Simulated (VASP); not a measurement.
Write the native input for VASP 6.6.1 that does the following.

```
Task                   : single point
Functional             : PBE
Dispersion             : D3(BJ)
Potentials or basis    : VASP PAW PBE potentials, release 64 (O, H, C)
Cutoff                 : 520 eV
k mesh                 : 1 × 1 × 1
Occupations            : fermi-dirac, width 0.05 eV
Spin                   : no spin polarisation
Dipole correction      : no
Further INCAR settings : LREAL = Auto; ALGO = Normal; EDIFF = 1e-06; NBANDS = 71
```

The structure of H24CO11 lies in POSCAR:

```
H24CO11
1.0
    6.9768500000      0.0000000000      0.0000000000
    0.0000000000      6.9768500000      0.0000000000
    0.0000000000      0.0000000000      6.9768500000
O H C
11 24 1
Direct
    0.0779004852      0.6763367422      0.1336419731
   -0.0193927059      0.1520026946      0.7928649749
    0.7953876033      0.8099787153      0.8763410422
    0.4405999842      0.8275797817      0.2692905824
    0.6080107785      0.7151078209      0.6011308828
    0.2274952163      0.6351863663      0.6181442915
    0.4493718512      0.1109096512      0.7546958871
    0.6577323577      0.2922809004      0.9964238876
    0.3185965013      0.2002909623      0.3130352523
    0.8860302285      0.8321950450      0.4581437182
    0.9559041688      0.1643148412      0.2805134122
    0.1099923318      0.5353848800      0.1583809312
    0.0010176512      0.6671635480      0.0121688154
    0.0925919290      0.1277223962      0.8742340741
   -0.0870736794      0.2623963537      0.7976809018
    0.8932254527      0.8890258498      0.9341608319
    0.7460530182      0.7706343120      0.7435160567
    0.4443839268      0.9587134595      0.2167597125
    0.5571998825      0.8157836273      0.3245160782
    0.5362592001      0.8319513821      0.5697126927
    0.7266603123      0.7309029146      0.5224707425
    0.1695750948      0.6203802576      0.7526032522
    0.1216164888      0.6908991880      0.5686090428
    0.4949654930      0.0909579538      0.6191189434
    0.4151157041     -0.0117674882      0.8277231129
    0.6101464128      0.2300895103      0.8667378545
    0.6132136996      0.2004342934      1.0906497918
    0.1828618933      0.1657194866      0.3154718820
    0.3339329354      0.3430774633      0.2912919154
    0.9660950142      0.7382558031      0.4020439023
    0.9185090693      0.9214043587      0.3652651268
    0.6830733067      0.2439353003      0.4069601611
    0.9243139812      0.2489088915      0.1603875675
    0.9081318933      0.3460730846      0.5086249525
    0.8067680974      0.4231852484      0.2985014727
    0.8213162100      0.2917649082      0.3808738901
```

These files were run (other wordings do the same):

INCAR

```
SYSTEM = H24CO11
ALGO = Normal
EDIFF = 1E-6
ENCUT = 520
GGA = PE
ISIF = 2
ISMEAR = -1
IVDW = 12
LASPH = .True.
LCHARG = .True.
LELF = .True.
LREAL = Auto
LVHAR = .True.
LWAVE = .False.
NBANDS = 71
NELM = 80
PREC = Accurate
SIGMA = 0.05
```

KPOINTS

```
k-points
0
Gamma
  1 1 1
  0 0 0
```

Potentials or basis: VASP PAW PBE potentials, release 64 (O, H, C).

The run is started by

```bash
$ cat potpaw_PBE.64/O/POTCAR potpaw_PBE.64/H/POTCAR potpaw_PBE.64/C/POTCAR > POTCAR
$ mpirun -np 1 vasp_gam > vasp.out
```

It gave:

The pressure is 3.1 GPa, the largest force is 5.340 eV/Å and the band gap on the k mesh is 3.43 eV. The dispersion energy per atom is -0.037 eV.

Caveat: the k points lie up to 0.90 Å⁻¹ apart.

Wall time 36 s on 1 thread of Intel(R) Xeon(R) 6975P-C (Granite Rapids) (shared host), peak memory 0.36 GiB.
